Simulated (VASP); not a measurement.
# HfB (Fm-3m) in VASP: a series of runs, part 2 of 2

VASP 6.6.1. The steps go on from the part before.

### Step 3. Single point, B3LYP

POSCAR reads:

```
HfB
1.0
    0.0000000000      2.3100000000      2.3100000000
    2.3100000000      0.0000000000      2.3100000000
    2.3100000000      2.3100000000      0.0000000000
Hf B
1 1
Direct
    0.5000000000      0.5000000000      0.5000000000
    0.0000000000      0.0000000000      0.0000000000
```

INCAR.step1 reads:

```
SYSTEM = HfB
PREC = Accurate
ENCUT = 520
EDIFF = 1E-5
ISMEAR = -1
SIGMA = 0.05
LREAL = .False.
LASPH = .True.
NELM = 100
ALGO = Normal
ISIF = 2
LWAVE = .True.
LCHARG = .False.
GGA = PE
NBANDS = 14
```

INCAR.step2 reads:

```
SYSTEM = HfB
PREC = Accurate
ENCUT = 520
EDIFF = 1E-6
ISMEAR = -1
SIGMA = 0.05
LREAL = .False.
LASPH = .True.
NELM = 100
ALGO = Normal
ISIF = 2
LWAVE = .False.
LCHARG = .False.
GGA = B3
LHFCALC = .True.
AEXX = 0.2
AGGAX = 0.72
AGGAC = 0.81
ALDAC = 0.19
PRECFOCK = Normal
ISTART = 1
NBANDS = 14
```

KPOINTS reads:

```
regular mesh
0
Gamma
  5 5 5
  0 0 0
```

Potentials or basis: VASP PAW PBE potentials, release 64 (Hf_pv, B).

Started as:

```console
cat potpaw_PBE.64/Hf_pv/POTCAR potpaw_PBE.64/B/POTCAR > POTCAR
cp INCAR.step1 INCAR
mpirun -np 1 vasp_std > vasp.out
cp INCAR.step2 INCAR
mpirun -np 1 vasp_std > vasp.out
```

OUTCAR:

```text
SYSTEM = HfB
   PREC = Accurate
   ENCUT = 520
   EDIFF = 1E-6
   ISMEAR = -1
   LREAL = .False.
   LASPH = .True.
   NELM = 100
   ISIF = 2
   GGA = B3
   LHFCALC = .True.
   AEXX = 0.2
   PRECFOCK = Normal
   ISTART = 1

 ion  position               nearest neighbor table
   1  0.500  0.500  0.500-   2 2.31   2 2.31   2 2.31   2 2.31   2 2.31   2 2.31
   2  0.000  0.000  0.000-   1 2.31   1 2.31   1 2.31   1 2.31   1 2.31   1 2.31

  LATTYP: Found a face centered cubic cell.
 ALAT       =     4.6200000000

  Lattice vectors:

 A1 = (   0.0000000000,   2.3100000000,   2.3100000000)
 A2 = (   2.3100000000,   0.0000000000,   2.3100000000)
 A3 = (   2.3100000000,   2.3100000000,   0.0000000000)

Analysis of symmetry for initial positions (statically):
=====================================================================
 Subroutine PRICEL returns:
 Original cell was already a primitive cell.

 Routine SETGRP: Setting up the symmetry group for a
 face centered cubic supercell.

 Subroutine GETGRP returns: Found 48 space group operations
 (whereof 48 operations were pure point group operations)
 out of a pool of 48 trial point group operations.

The static configuration has the point symmetry O_h .

Analysis of symmetry for dynamics (positions and initial velocities):
=====================================================================
 Subroutine PRICEL returns:
 Original cell was already a primitive cell.

 Routine SETGRP: Setting up the symmetry group for a
 face centered cubic supercell.

 Subroutine GETGRP returns: Found 48 space group operations
 (whereof 48 operations were pure point group operations)
 out of a pool of 48 trial point group operations.

The dynamic configuration has the point symmetry O_h .

 Subroutine INISYM returns: Found 48 space group operations
 (whereof 48 operations are pure point group operations),
 and found     1 'primitive' translations

[... 114 lines left out ...]
   ENCUTFOCK=  -1.0 apply spherical cutoff to Coloumb kernel
   IVDW    =     0    specifies the selected vdW correction
   LEPSILON=     F    determine dielectric tensor
   LRPA    =     F    only Hartree local field effects (RPA)
 non-spin polarized calculation
  energy-cutoff  :      520.00
  volume of cell :       24.65
 maximum number of plane-waves:       678
  NGX = 20; NGY = 20; NGZ = 20

 number of electron      13.0000002 magnetization

 Free energy of the ion-electron system (eV)
  ---------------------------------------------------
  ext. energy  EPLUGINS =         0.00000000
  ---------------------------------------------------
  free energy    TOTEN  =       -18.16391851 eV

  energy without entropy =      -18.15075958  energy(sigma->0) =      -18.15733904

 E-fermi :   5.4888     XC(G=0):  -9.7621

 val. band max:        4.7956443594   @ k =   0.2000   0.0000   0.0000
 cond. band min:       5.5013664882   @ k =   0.4000   0.2000   0.0000
 fundamental gap:      0.7057221288
 Fermi energy:         5.4888001860

 k-point     1 :       0.0000    0.0000    0.0000
  band No.  band energies     occupation
      1     -25.1399      2.00000
      2     -25.1399      2.00000
      3     -25.1399      2.00000
      4      -5.6901      2.00000
      5       8.2170      0.00000
      6       8.2170      0.00000
      7       8.2170      0.00000
      8       9.9001      0.00000
      9       9.9001      0.00000
     10       9.9001      0.00000
     11      10.1978      0.00000
     12      10.1978      0.00000
     13      18.2875      0.00000
     14      19.5771      0.00000
[... 139 lines left out ...]
      1     -25.7365      2.00000
      2     -25.5482      2.00000
      3     -25.3613      2.00000
      4      -1.5683      2.00000
      5       2.2553      2.00000
      6       3.5007      2.00000
      7       4.3964      2.00000
      8      10.5244      0.00000
      9      12.4751      0.00000
     10      14.2774      0.00000
     11      14.7678      0.00000
     12      18.3112      0.00000
     13      21.1410      0.00000
     14      21.3277      0.00000

------------------------ aborting loop because EDIFF is reached ----------------------------------------

  FORCE on cell =-STRESS in cart. coord.  units (eV):
  Direction    XX          YY          ZZ          XY          YZ          ZX
  --------------------------------------------------------------------------------------
  -------------------------------------------------------------------------------------
  Total        5.3997839      5.3997839      5.3997839      0.0000000     -0.0000000      0.0000000
  in kB      350.9304313    350.9304313    350.9304313      0.0000000     -0.0000000      0.0000000
  external PRESSURE =     350.9304313 kB  Pullay stress =       0.0000000 kB

 VOLUME and BASIS-vectors are now :
 -----------------------------------------------------------------------------
  energy-cutoff  :      520.00
  volume of cell :       24.65
      direct lattice vectors                 reciprocal lattice vectors
     0.000000000  2.310000000  2.310000000    -0.216450216  0.216450216  0.216450216
     2.310000000  0.000000000  2.310000000     0.216450216 -0.216450216  0.216450216
     2.310000000  2.310000000  0.000000000     0.216450216  0.216450216 -0.216450216

 POSITION                                       TOTAL-FORCE (eV/Angst)
 -----------------------------------------------------------------------------------
      2.31000      2.31000      2.31000         0.000000      0.000000      0.000000
      0.00000      0.00000      0.00000        -0.000000      0.000000     -0.000000
 -----------------------------------------------------------------------------------
    total drift:                               -0.000000      0.000000      0.000000

  FREE ENERGIE OF THE ION-ELECTRON SYSTEM (eV)
  ---------------------------------------------------
  free  energy   TOTEN  =       -18.1639185068 eV

  energy  without entropy=      -18.1507595818  energy(sigma->0) =      -18.15733904
```

OSZICAR.step1:

```text
N       E                     dE             d eps       ncg     rms          rms(c)
DAV:   1     0.233100050429E+02    0.23310E+02   -0.70591E+03   280   0.883E+02
DAV:   2    -0.176534324399E+02   -0.40963E+02   -0.38361E+02   340   0.194E+02
DAV:   3    -0.188007204839E+02   -0.11473E+01   -0.11430E+01   352   0.221E+01
DAV:   4    -0.188042118592E+02   -0.34914E-02   -0.34912E-02   310   0.159E+00
DAV:   5    -0.188042264068E+02   -0.14548E-04   -0.14548E-04   358   0.908E-02    0.672E+01
DAV:   6    -0.172527911552E+02    0.15514E+01   -0.23213E+00   316   0.980E+00    0.425E+01
DAV:   7    -0.172025308611E+02    0.50260E-01   -0.72087E-01   340   0.573E+00    0.924E+00
DAV:   8    -0.171740125639E+02    0.28518E-01   -0.10597E-01   318   0.190E+00    0.114E+00
DAV:   9    -0.171735672704E+02    0.44529E-03   -0.99909E-03   358   0.659E-01    0.105E-01
DAV:  10    -0.171734677645E+02    0.99506E-04   -0.90829E-04   316   0.188E-01    0.883E-02
DAV:  11    -0.171734446866E+02    0.23078E-04   -0.88499E-05   310   0.620E-02    0.206E-02
DAV:  12    -0.171734451173E+02   -0.43064E-06   -0.24267E-06   236   0.120E-02
   1 F= -.17173445E+02 E0= -.17166779E+02  d E =-.133328E-01
```

Run time: 5 min. Hardware: 1 thread of AMD EPYC 7R13 (Zen 3), shared host; peak memory 0.12 GiB.

Results:

| Item | Value |
| --- | --- |
| Free energy | -18.1639 eV |
| Pressure | 35.1 GPa |

Caveat: the k points lie up to 0.47 Å⁻¹ apart; the PAW data sets were made with another functional, which shifts forces and pressure a little; spin-orbit coupling is left out, which moves the levels of the heavy elements.

### Step 4. Single point, PBEsol-based global hybrid

This run uses another cell than the first one, of 13.81 Å³/atom, 1.120 times its volume.

POSCAR reads:

```
HfB
1.0
    0.0000000000      2.3991701891      2.3991701891
    2.3991701891      0.0000000000      2.3991701891
    2.3991701891      2.3991701891      0.0000000000
Hf B
1 1
Direct
    0.5000000000      0.5000000000      0.5000000000
    0.0000000000      0.0000000000      0.0000000000
```

INCAR.step1 reads:

```
ALGO = Normal
EDIFF = 1E-5
ENCUT = 520
GGA = PE
ISIF = 2
ISMEAR = -1
LASPH = T
LREAL = F
LWAVE = T
NBANDS = 14
NELM = 100
PREC = Accurate
SIGMA = 0.05
```

INCAR.step2 reads:

```
AEXX = 0.25
ALGO = Normal
EDIFF = 1E-6
ENCUT = 520
GGA = PS
ISIF = 2
ISMEAR = -1
ISTART = 1
LASPH = T
LCHARG = T
LELF = T
LHFCALC = T
LREAL = F
LVHAR = T
LWAVE = F
NBANDS = 14
NELM = 100
PREC = Accurate
PRECFOCK = Normal
SIGMA = 0.05
```

KPOINTS reads:

```
k-points
0
Gamma
  5 5 5
```

Started as:

```console
cat potpaw_PBE.64/Hf_pv/POTCAR potpaw_PBE.64/B/POTCAR > POTCAR
cp INCAR.step1 INCAR
mpirun -np 1 vasp_std > vasp.out
cp INCAR.step2 INCAR
mpirun -np 1 vasp_std > vasp.out
```

Wall time 5.5 min (1 thread of AMD EPYC 7R13 (Zen 3), shared host); peak memory 0.14 GiB.

The run converged. Its results:

* Free energy: -21.5444 eV
* Pressure: -1.7 GPa

Levels at points of the mesh, in eV from the Fermi level:
```tsv
k point	band 2	band 3	band 4	band 5	band 6	band 7	band 8	band 9	band 10	band 11
(0.00, 0.00, 0.00)	-31.71	-31.71	-11.28	2.73	2.73	2.73	4.33	4.33	4.33	4.47
```

Caveat: the k points lie up to 0.45 Å⁻¹ apart; the PAW data sets were made with another functional, which shifts forces and pressure a little; spin-orbit coupling is left out, which moves the levels of the heavy elements.

### Step 5. Single point, PBE0

This run uses another cell than the first one, of 14.08 Å³/atom, 1.142 times its volume.

POSCAR reads:

```
HfB
1.0
    0.0000000000      2.4147780479      2.4147780479
    2.4147780479      0.0000000000      2.4147780479
    2.4147780479      2.4147780479      0.0000000000
Hf B
1 1
Direct
    0.5000000000      0.5000000000      0.5000000000
    0.0000000000      0.0000000000      0.0000000000
```

INCAR.step1 reads:

```
SYSTEM = HfB
PREC = Accurate
ENCUT = 520
EDIFF = 1E-5
ISMEAR = -1
SIGMA = 0.05
LREAL = .False.
LASPH = .True.
NELM = 60
ALGO = Normal
ISIF = 2
LWAVE = .True.
LCHARG = .False.
NBANDS = 14
GGA = PE
```

INCAR.step2 reads:

```
SYSTEM = HfB
PREC = Accurate
ENCUT = 520
EDIFF = 1E-6
ISMEAR = -1
SIGMA = 0.05
LREAL = .False.
LASPH = .True.
NELM = 60
ALGO = Normal
ISIF = 2
LWAVE = .False.
LCHARG = .False.
GGA = PE
LHFCALC = .True.
AEXX = 0.25
PRECFOCK = Normal
NBANDS = 14
ISTART = 1
```

KPOINTS reads:

```
Automatic mesh
0
Gamma
  5 5 5
  0 0 0
```

Started as:

```console
cat potpaw_PBE.64/Hf_pv/POTCAR potpaw_PBE.64/B/POTCAR > POTCAR
cp INCAR.step1 INCAR
mpirun -np 1 vasp_std > vasp.out
cp INCAR.step2 INCAR
mpirun -np 1 vasp_std > vasp.out
```

Run time: 5.1 min. Hardware: 1 thread of AMD EPYC 7R13 (Zen 3), shared host; peak memory 0.14 GiB.

It converged, with:

```yaml
Free_energy: -20.9139 eV
Pressure: -1.8 GPa
```

Levels at points of the mesh, in eV from the Fermi level:
| k point | band 3 | band 4 | band 5 | band 6 | band 7 | band 8 | band 9 | band 10 |
| --- | --- | --- | --- | --- | --- | --- | --- | --- |
| (0.00, 0.00, 0.00) | -31.84 | -11.23 | 2.75 | 2.75 | 2.75 | 4.25 | 4.25 | 4.25 |

Caveat: the k points lie up to 0.45 Å⁻¹ apart; the PAW data sets were made with another functional, which shifts forces and pressure a little; spin-orbit coupling is left out, which moves the levels of the heavy elements.

### Step 6. The runs side by side

| level | spin | cell | k mesh | grid for exact exchange (PRECFOCK) | share of exact exchange | gap on the mesh (eV) | pressure (GPa) |
| --- | --- | --- | --- | --- | --- | --- | --- |
| r2SCAN | non-collinear, zero start, SOC | a = 3.267 Å, angles 60.0°, 2 atoms | 7 × 7 × 7 | - | - | - | 29.3 |
| B3LYP | off | a = 3.267 Å, angles 60.0°, 2 atoms | 5 × 5 × 5 | Normal | - | none | 35.1 |
| PBEsol-based global hybrid | off | a = 3.393 Å, angles 60.0°, 2 atoms | 5 × 5 × 5 | Normal | 0.25 | none | -1.7 |
| PBE0 | off | a = 3.415 Å, angles 60.0°, 2 atoms | 5 × 5 × 5 | Normal | - | none | -1.8 |

Alike in all rows: task single point; potentials or basis VASP PAW PBE potentials, release 64 (Hf_pv, B); cutoff (eV) 520; smearing fermi-dirac 0.05 eV.

Caveats: some runs use coarse meshes; the PAW data sets were made with another functional, which shifts forces and pressure a little; spin-orbit coupling is left out, which moves the levels of the heavy elements (some runs).

Absolute energies hang on the potentials; compare differences alone.
